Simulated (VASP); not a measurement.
Set up this calculation in VASP 6.6.1, as the native input.

- Task: single point
- Functional: PBE
- Dispersion: D3(BJ)
- Potentials or basis: VASP PAW PBE potentials, release 64 (C, F, H)
- Cutoff: 520 eV
- k mesh: 6 × 6 × 1
- Occupations: gaussian, width 0.1 eV
- Spin: no spin polarisation
- Dipole correction: yes
- Further INCAR settings: ALGO = Normal; EDIFF = 1e-06; NBANDS = 31

The structure of HC8F lies in POSCAR:

```
HC8F
1.0
    4.9313048826     -0.0000000001      0.0000000000
   -2.4656524413      4.2706353022      0.0000000000
    0.0000000000      0.0000000000     18.0000331944
C F H
8 1 1
Direct
    0.3333333333      0.1666666667      0.2222236565
    0.3333333333      0.6666666667      0.2222236565
    0.8333333333      0.1666666667      0.2222236565
    0.8333333333      0.6666666667      0.2222236565
    0.1666666667      0.3333333333      0.2222218124
    0.1666666667      0.8333333333      0.2222218124
    0.6666666667      0.3333333333      0.2222218124
    0.6666666667      0.8333333333      0.2222218124
    0.2689986429      0.2310013571      0.3022235090
    0.3976680237      0.1023319763      0.3022235090
```

One way to write it, as run:

INCAR

```
SYSTEM = HC8F
  PREC = Accurate
  ENCUT = 520
  EDIFF = 1E-6
  ISMEAR = 0
  SIGMA = 0.1
  LREAL = .FALSE.
  LASPH = .TRUE.
  NELM = 100
  ALGO = Normal
  ISIF = 2
  LWAVE = .FALSE.
  LCHARG = .FALSE.
  LDIPOL = .TRUE.
  IDIPOL = 3
  DIPOL = 0.5 0.5 0.238
  GGA = PE
  IVDW = 12
  NBANDS = 31
```

KPOINTS

```
Automatic mesh
0
G
  6 6 1
  0 0 0
```

Potentials or basis: VASP PAW PBE potentials, release 64 (C, F, H).

Command:

```console
$ cat potpaw_PBE.64/C/POTCAR potpaw_PBE.64/F/POTCAR potpaw_PBE.64/H/POTCAR > POTCAR
$ mpirun -np 1 vasp_std > vasp.out
```

It gave:

- Largest force: 13.667 eV/Å
- Band gap on the k mesh: 0.93 eV, direct
- Dispersion energy per atom: -0.081 eV

Run time: 3.2 min on 1 thread of Intel(R) Xeon(R) 6975P-C (Granite Rapids), on a shared host, peak memory 0.57 GiB.
